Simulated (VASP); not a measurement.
Crystal: Mg.

```xyz
4
Lattice="3.2391 0.0000 0.0000 -1.6196 2.8052 0.0000 0.0000 0.0000 10.5212" Properties=species:S:1:pos:R:3 pbc="T T T"
Mg    1.6196    0.9351    7.8909
Mg    0.0000    0.0000    5.2606
Mg    0.0000    1.8701    2.6303
Mg    0.0000    0.0000    0.0000
```

Base run:

| Quantity | Value |
| --- | --- |
| Program | VASP 6.6.1 |
| Functional | PBEsol |
| Potentials or basis | VASP PAW PBE potentials, release 64 (Mg) |
| Cutoff | 520 eV |
| k mesh | 10 × 10 × 3 |
| Occupations | fermi-dirac, width 0.05 eV |
| Spin | no spin polarisation |

Its results: band gap on the k mesh zero (band 4 reaches 3.04 eV, above the bottom of band 5 at 1.14 eV); pressure -1.8 GPa.

The run is repeated on the same cell with these changes: functional from PBEsol to PBE. What comes out?

Band gap on the k mesh zero (band 4 reaches 3.09 eV, above the bottom of band 5 at 1.18 eV); pressure -1.2 GPa.

PBE binds less tightly than PBEsol, so the same cell stands under more pressure.

Caveats: the PAW data sets were made with another functional, which shifts forces and pressure a little (some runs).
